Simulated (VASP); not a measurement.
# Si (Fd-3m) in VASP: notebook

Runs on Si. Level: PBE. Tasks: single point.

All numbers are computed with VASP 6.6.1; they aren't measurements. Logs are shortened: lines on timing, memory, paths and dates and some standing lists are left out, and cuts for length are marked.

### Step 1. The cell of the first run

The structure is cubic, space group Fd-3m (No. 227). The conventional cell has a = 5.471 Å, b = 5.471 Å, c = 5.471 Å, α = 90.00°, β = 90.00°, γ = 90.00°. Within 3.1 Å of Si (site symmetry -43m) lie 4 Si at 2.37 Å.

### Step 2. Single point, PBE

INCAR

```
  PREC = Accurate
  ENCUT = 520
  EDIFF = 1E-6
  ISMEAR = -1
  SIGMA = 0.1
  LREAL = False
  LASPH = True
  NELM = 100
  ALGO = Normal
  ISIF = 2
  LWAVE = False
  LCHARG = False
  GGA = PE
  NBANDS = 11
```

KPOINTS

```
Automatic mesh
0
Gamma
  6 6 6
```

POSCAR

```
Si
1.0
    0.0000000000      2.7355552635      2.7355552635
    2.7355552635      0.0000000000      2.7355552635
    2.7355552635      2.7355552635      0.0000000000
Si
2
Direct
    0.0000000000      0.0000000000      0.0000000000
    0.2500000000      0.2500000000      0.2500000000
```

Potentials or basis: VASP PAW PBE potentials, release 64 (Si).

Command:

```console
$ cat potpaw_PBE.64/Si/POTCAR > POTCAR
$ mpirun -np 1 vasp_std > vasp.out
```

OUTCAR:

```text
PREC = Accurate
   ENCUT = 520
   EDIFF = 1E-6
   ISMEAR = -1
   LREAL = False
   LASPH = True
   NELM = 100
   ISIF = 2
   GGA = PE

 ion  position               nearest neighbor table
   1  0.000  0.000  0.000-   2 2.37   2 2.37   2 2.37   2 2.37
   2  0.250  0.250  0.250-   1 2.37   1 2.37   1 2.37   1 2.37

  LATTYP: Found a face centered cubic cell.
 ALAT       =     5.4711105270

  Lattice vectors:

 A1 = (   0.0000000000,   2.7355552635,   2.7355552635)
 A2 = (   2.7355552635,   0.0000000000,   2.7355552635)
 A3 = (   2.7355552635,   2.7355552635,   0.0000000000)

Analysis of symmetry for initial positions (statically):
=====================================================================
 Subroutine PRICEL returns:
 Original cell was already a primitive cell.

 Routine SETGRP: Setting up the symmetry group for a
 face centered cubic supercell.

 Subroutine GETGRP returns: Found 48 space group operations
 (whereof 24 operations were pure point group operations)
 out of a pool of 48 trial point group operations.

The static configuration has the point symmetry T_d .
 The point group associated with its full space group is O_h .

Analysis of symmetry for dynamics (positions and initial velocities):
=====================================================================
 Subroutine PRICEL returns:
 Original cell was already a primitive cell.

 Routine SETGRP: Setting up the symmetry group for a
 face centered cubic supercell.

 Subroutine GETGRP returns: Found 48 space group operations
 (whereof 24 operations were pure point group operations)
 out of a pool of 48 trial point group operations.

The dynamic configuration has the point symmetry T_d .
 The point group associated with its full space group is O_h .

 Subroutine INISYM returns: Found 48 space group operations
 (whereof 24 operations are pure point group operations),
 and found     1 'primitive' translations

----------------------------------------------------------------------------------------

                                     Primitive cell

  volume of cell :      40.9418

  direct lattice vectors                    reciprocal lattice vectors
     0.000000000  2.735555263  2.735555263    -0.182778249  0.182778249  0.182778249
     2.735555263  0.000000000  2.735555263     0.182778249 -0.182778249  0.182778249
     2.735555263  2.735555263  0.000000000     0.182778249  0.182778249 -0.182778249

  length of vectors
     3.868659354  3.868659354  3.868659354     0.316581213  0.316581213  0.316581213

  position of ions in fractional coordinates (direct lattice)
     0.000000000  0.000000000  0.000000000
     0.250000000  0.250000000  0.250000000

  ion indices of the primitive-cell ions
   primitive index   ion index
                 1           1
                 2           2

----------------------------------------------------------------------------------------

 KPOINTS: Automatic mesh

Automatic generation of k-mesh.
 Grid dimensions read from file:
 generate k-points for:    6    6    6

 Generating k-lattice:

  Cartesian coordinates                     Fractional coordinates (reciprocal lattice)
    -0.030463041  0.030463041  0.030463041     0.166666667  0.000000000  0.000000000
     0.030463041 -0.030463041  0.030463041     0.000000000  0.166666667  0.000000000
     0.030463041  0.030463041 -0.030463041     0.000000000  0.000000000  0.166666667

  Length of vectors
     0.052763536  0.052763536  0.052763536

  Shift w.r.t. Gamma in fractional coordinates (k-lattice)
     0.000000000  0.000000000  0.000000000

 Subroutine IBZKPT returns following result:
 ===========================================

 Found     16 irreducible k-points:

 Following reciprocal coordinates:
            Coordinates               Weight
  0.000000  0.000000  0.000000      1.000000
  0.166667  0.000000  0.000000      8.000000
  0.333333  0.000000  0.000000      8.000000
  0.500000  0.000000  0.000000      4.000000
  0.166667  0.166667  0.000000      6.000000
  0.333333  0.166667  0.000000     24.000000
[... 8 lines left out ...]
 -0.333333  0.333333  0.166667     24.000000
 -0.333333  0.500000  0.166667     12.000000
   k-points           NKPTS =     16   k-points in BZ     NKDIM =     16   number of bands    NBANDS=     11
   number of dos      NEDOS =    301   number of ions     NIONS =      2
   total plane-waves  NPLWV =  27000
   dimension x,y,z NGX =    30 NGY =   30 NGZ =   30
   dimension x,y,z NGXF=    60 NGYF=   60 NGZF=   60
   ions per type =               2
   NGX,Y,Z   is equivalent  to a cutoff of  12.89, 12.89, 12.89 a.u.
   NGXF,Y,Z  is equivalent  to a cutoff of  25.78, 25.78, 25.78 a.u.
 SYSTEM =  unknown system
   PREC   = accura    normal or accurate (medium, high low for compatibility)
   ISTART =      0    job   : 0-new  1-cont  2-samecut
   ICHARG =      2    charge: 1-file 2-atom 10-const
   ISPIN  =      1    spin polarized calculation?
   LNONCOLLINEAR =      F non collinear calculations
   LSORBIT =      F    spin-orbit coupling
   LASPH  =      T    aspherical Exc in radial PAW
   ENCUT  =  520.0 eV  38.22 Ry    6.18 a.u.   7.19  7.19  7.19*2*pi/ulx,y,z
   NELM   =    100;   NELMIN=  2; NELMDL= -5     # of ELM steps
   EDIFF  = 0.1E-05   stopping-criterion for ELM
   LREAL  =      F    real-space projection
   EDIFFG = 0.1E-04   stopping-criterion for IOM
   NSW    =      0    number of steps for IOM
   IBRION =     -1    ionic relax: 0-MD 1-quasi-New 2-CG
   NFREE  =      0    steps in history (QN), initial steepest desc. (CG)
   ISIF   =      2    stress and relaxation
   ISYM   =      2    0-nonsym 1-usesym 2-fastsym
   POTIM  = 0.5000    time-step for ionic-motion
   TEBEG  =    0.0;   TEEND  =   0.0 temperature during run
   PSTRESS=    0.0 pullay stress
   NELECT =       8.0000    total number of electrons
   NUPDOWN=      -1.0000    fix difference up-down
   EMIN   =  10.00;   EMAX   =-10.00  energy-range for DOS
   EFERMI =   0.00;   METHOD = LEGACY
   ISMEAR =    -1;   SIGMA  =   0.10  broadening in eV -4-tet -1-fermi 0-gaus
   EFERMI_NEDOS =   21; number of points for ismear=-14 and -15
   IALGO  =     38    algorithm
   IMIX   =      4    mixing-type and parameters
     AMIX     =   0.40;   BMIX     =  1.00
     AMIX_MAG =   1.60;   BMIX_MAG =  1.00
  volume/ion in A,a.u.               =      20.47       138.14
  Fermi-wavevector in a.u.,A,eV,Ry     =   0.949983  1.795208 12.278828  0.902468
  Thomas-Fermi vector in A             =   2.078318
   LORBIT       =      0    0 simple, 1 ext, 2 COOP (PROOUT), +10 PAW based schemes
   GGA     = PE    functional components
   LHFCALC =     F    Hartree Fock is set to
   AEXX    =    0.0000 exact exchange contribution
   IVDW    =     0    specifies the selected vdW correction
   LEPSILON=     F    determine dielectric tensor
   LRPA    =     F    only Hartree local field effects (RPA)
 non-spin polarized calculation
  energy-cutoff  :      520.00
  volume of cell :       40.94
 maximum number of plane-waves:      1113
 NGX is ok and might be reduce to    30
   NGX = 15   NGY = 15   NGZ = 15

 number of electron       8.0000001 magnetization

 Free energy of the ion-electron system (eV)
  ---------------------------------------------------
  ext. energy  EPLUGINS =         0.00000000
  ---------------------------------------------------
  free energy    TOTEN  =       -10.82661625 eV

  energy without entropy =      -10.82525918  energy(sigma->0) =      -10.82593771

 E-fermi :   5.9171     XC(G=0):  -9.3181

 val. band max:        5.6101281052   @ k =   0.0000   0.0000   0.0000
 cond. band min:       6.3613764607   @ k =   0.5000   0.5000   0.0000
 fundamental gap:      0.7512483555
 Fermi energy:         5.9170861745

 k-point     1 :       0.0000    0.0000    0.0000
  band No.  band energies     occupation
      1      -6.1970      2.00000
      2       5.6101      1.91124
      3       5.6101      1.91124
      4       5.6101      1.91124
      5       8.1637      0.00000
      6       8.1637      0.00000
      7       8.1637      0.00000
      8       8.7296      0.00000
      9      13.3151      0.00000
     10      13.3151      0.00000
     11      13.4818      0.00000

 k-point     2 :       0.1667    0.0000    0.0000
  band No.  band energies     occupation
      1      -5.8428      2.00000
      2       3.2472      2.00000
      3       5.1695      1.99887
      4       5.1695      1.99887
      5       7.8900      0.00000
      6       8.7987      0.00000
      7       8.7987      0.00000
      8      10.8777      0.00000
      9      12.6916      0.00000
     10      12.6916      0.00000
     11      14.6042      0.00000

 k-point     3 :       0.3333    0.0000    0.0000
  band No.  band energies     occupation
      1      -4.8484      2.00000
      2       0.3433      2.00000
      3       4.6281      1.99999
      4       4.6281      1.99999
      5       7.2970      0.00000
      6       9.1103      0.00000
      7       9.1103      0.00000
      8      13.3866      0.00000
      9      13.5599      0.00000
     10      13.5599      0.00000
     11      14.5819      0.00000

 k-point     4 :       0.5000    0.0000    0.0000
  band No.  band energies     occupation
      1      -3.9211      2.00000
      2      -1.2541      2.00000
      3       4.4322      2.00000
      4       4.4322      2.00000
      5       7.0711      0.00002
      6       8.9569      0.00000
      7       8.9569      0.00000
      8      13.3080      0.00000
      9      16.0996      0.00000
     10      16.0996      0.00000
     11      16.7848      0.00000
[... 127 lines left out ...]
 k-point    14 :       0.5000    0.3333    0.1667
  band No.  band energies     occupation
      1      -3.9537      2.00000
      2       0.0039      2.00000
      3       2.1229      2.00000
      4       3.3686      2.00000
      5       8.4526      0.00000
      6       9.3275      0.00000
      7       9.7824      0.00000
      8      12.5870      0.00000
      9      14.5072      0.00000
     10      15.3974      0.00000
     11      18.4305      0.00000

 k-point    15 :      -0.3333    0.3333    0.1667
  band No.  band energies     occupation
      1      -2.9948      2.00000
      2      -1.1667      2.00000
      3       1.6888      2.00000
      4       2.9154      2.00000
      5       8.9735      0.00000
      6       9.1237      0.00000
      7      11.6627      0.00000
      8      12.0424      0.00000
      9      13.0716      0.00000
     10      16.5900      0.00000
     11      17.4087      0.00000

 k-point    16 :      -0.3333    0.5000    0.1667
  band No.  band energies     occupation
      1      -2.0198      2.00000
      2      -2.0198      2.00000
      3       2.0533      2.00000
      4       2.0533      2.00000
      5       8.3595      0.00000
      6       8.3595      0.00000
      7      12.2915      0.00000
      8      12.2915      0.00000
      9      16.0504      0.00000
     10      16.0504      0.00000
     11      18.3914      0.00000

------------------------ aborting loop because EDIFF is reached ----------------------------------------

  FORCE on cell =-STRESS in cart. coord.  units (eV):
  Direction    XX          YY          ZZ          XY          YZ          ZX
  --------------------------------------------------------------------------------------
  -------------------------------------------------------------------------------------
  Total       -0.0167936     -0.0167936     -0.0167936      0.0000000      0.0000000     -0.0000000
  in kB       -0.6571840     -0.6571840     -0.6571840      0.0000000      0.0000000     -0.0000000
  external PRESSURE =      -0.6571840 kB  Pullay stress =       0.0000000 kB

 VOLUME and BASIS-vectors are now :
 -----------------------------------------------------------------------------
  energy-cutoff  :      520.00
  volume of cell :       40.94
      direct lattice vectors                 reciprocal lattice vectors
     0.000000000  2.735555263  2.735555263    -0.182778249  0.182778249  0.182778249
     2.735555263  0.000000000  2.735555263     0.182778249 -0.182778249  0.182778249
     2.735555263  2.735555263  0.000000000     0.182778249  0.182778249 -0.182778249

 POSITION                                       TOTAL-FORCE (eV/Angst)
 -----------------------------------------------------------------------------------
      0.00000      0.00000      0.00000        -0.000000     -0.000000     -0.000000
      1.36778      1.36778      1.36778         0.000000      0.000000      0.000000
 -----------------------------------------------------------------------------------
    total drift:                               -0.000000     -0.000000     -0.000000

  FREE ENERGIE OF THE ION-ELECTRON SYSTEM (eV)
  ---------------------------------------------------
  free  energy   TOTEN  =       -10.8266162474 eV

  energy  without entropy=      -10.8252591750  energy(sigma->0) =      -10.82593771
```

Wall time 3.6 s (1 thread of Intel Xeon 6975P-C (Granite Rapids), shared host); peak memory 0.15 GiB.

Results:

```yaml
Free_energy: -10.8266 eV
Pressure: -0.1 GPa
Band_gap_on_the_k_mesh: 0.75 eV, indirect (least direct gap 2.55 eV)
```

### Step 3. Single point, PBE

INCAR

```
PREC = Accurate ; ENCUT = 520
EDIFF = 1E-6 ; ISMEAR = -1
SIGMA = 0.1 ; LREAL = F
LASPH = T ; NELM = 100
ALGO = Normal ; ISIF = 2
LWAVE = F ; LCHARG = T
GGA = PE ; LELF = T
LVHAR = T ; NBANDS = 11
```

KPOINTS

```
regular mesh
0
Gamma
  6 6 6
```

POSCAR

```
Si
1.0
    0.0000000000      2.7355557478      2.7355557478
    2.7355557478      0.0000000000      2.7355557478
    2.7355557478      2.7355557478      0.0000000000
Si
2
Direct
    0.0000000000      0.0000000000      0.0000000000
    0.2500000000      0.2500000000      0.2500000000
```

Potentials or basis: VASP PAW PBE potentials, release 64 (Si).

Command:

```console
$ cat potpaw_PBE.64/Si/POTCAR > POTCAR
$ mpirun -np 1 vasp_std > vasp.out
```

OUTCAR:

```text
PREC = Accurate
   ENCUT = 520
   EDIFF = 1E-6
   ISMEAR = -1
   LREAL = F
   LASPH = T
   NELM = 100
   ISIF = 2
   GGA = PE

 ion  position               nearest neighbor table
   1  0.000  0.000  0.000-   2 2.37   2 2.37   2 2.37   2 2.37
   2  0.250  0.250  0.250-   1 2.37   1 2.37   1 2.37   1 2.37

  LATTYP: Found a face centered cubic cell.
 ALAT       =     5.4711114956

  Lattice vectors:

[... 399 lines left out ...]
     10      16.0504      0.00000
     11      18.3914      0.00000

------------------------ aborting loop because EDIFF is reached ----------------------------------------

  FORCE on cell =-STRESS in cart. coord.  units (eV):
  Direction    XX          YY          ZZ          XY          YZ          ZX
  --------------------------------------------------------------------------------------
  -------------------------------------------------------------------------------------
  Total       -0.0168056     -0.0168056     -0.0168056      0.0000000      0.0000000      0.0000000
  in kB       -0.6576545     -0.6576545     -0.6576545      0.0000000      0.0000000      0.0000000
  external PRESSURE =      -0.6576545 kB  Pullay stress =       0.0000000 kB

 VOLUME and BASIS-vectors are now :
 -----------------------------------------------------------------------------
  energy-cutoff  :      520.00
  volume of cell :       40.94
      direct lattice vectors                 reciprocal lattice vectors
     0.000000000  2.735555748  2.735555748    -0.182778216  0.182778216  0.182778216
     2.735555748  0.000000000  2.735555748     0.182778216 -0.182778216  0.182778216
     2.735555748  2.735555748  0.000000000     0.182778216  0.182778216 -0.182778216

 POSITION                                       TOTAL-FORCE (eV/Angst)
 -----------------------------------------------------------------------------------
      0.00000      0.00000      0.00000         0.000000      0.000000      0.000000
      1.36778      1.36778      1.36778        -0.000000     -0.000000     -0.000000
 -----------------------------------------------------------------------------------
    total drift:                               -0.000000     -0.000000     -0.000000

  FREE ENERGIE OF THE ION-ELECTRON SYSTEM (eV)
  ---------------------------------------------------
  free  energy   TOTEN  =       -10.8266162370 eV

  energy  without entropy=      -10.8252591691  energy(sigma->0) =      -10.82593770
```

OSZICAR:

```text
N       E                     dE             d eps       ncg     rms          rms(c)
DAV:   1     0.543432830674E+01    0.54343E+01   -0.30014E+03   360   0.551E+02
DAV:   2    -0.105023020833E+02   -0.15937E+02   -0.15062E+02   502   0.845E+01
DAV:   3    -0.109937570683E+02   -0.49145E+00   -0.49065E+00   444   0.119E+01
DAV:   4    -0.109975726275E+02   -0.38156E-02   -0.38152E-02   432   0.139E+00
DAV:   5    -0.109976064166E+02   -0.33789E-04   -0.33789E-04   435   0.113E-01    0.476E+00
DAV:   6    -0.108796761785E+02    0.11793E+00   -0.65644E-02   400   0.106E+00    0.290E+00
DAV:   7    -0.108250224449E+02    0.54654E-01   -0.12867E-01   418   0.159E+00    0.168E-01
DAV:   8    -0.108263651404E+02   -0.13427E-02   -0.58621E-03   400   0.410E-01    0.799E-02
DAV:   9    -0.108265904212E+02   -0.22528E-03   -0.21798E-04   458   0.896E-02    0.588E-02
DAV:  10    -0.108266154637E+02   -0.25042E-04   -0.21905E-05   405   0.269E-02    0.504E-03
DAV:  11    -0.108266162370E+02   -0.77339E-06   -0.21475E-06   442   0.764E-03
   1 F= -.10826616E+02 E0= -.10825938E+02  d E =-.135707E-02
```

Run time: 4 s. Hardware: 1 thread of Intel Xeon 6975P-C (Granite Rapids), shared host; peak memory 0.15 GiB.

Results:

```
Free energy            : -10.8266 eV
Pressure               : -0.1 GPa
Band gap on the k mesh : 0.75 eV, indirect (least direct gap 2.55 eV)
```
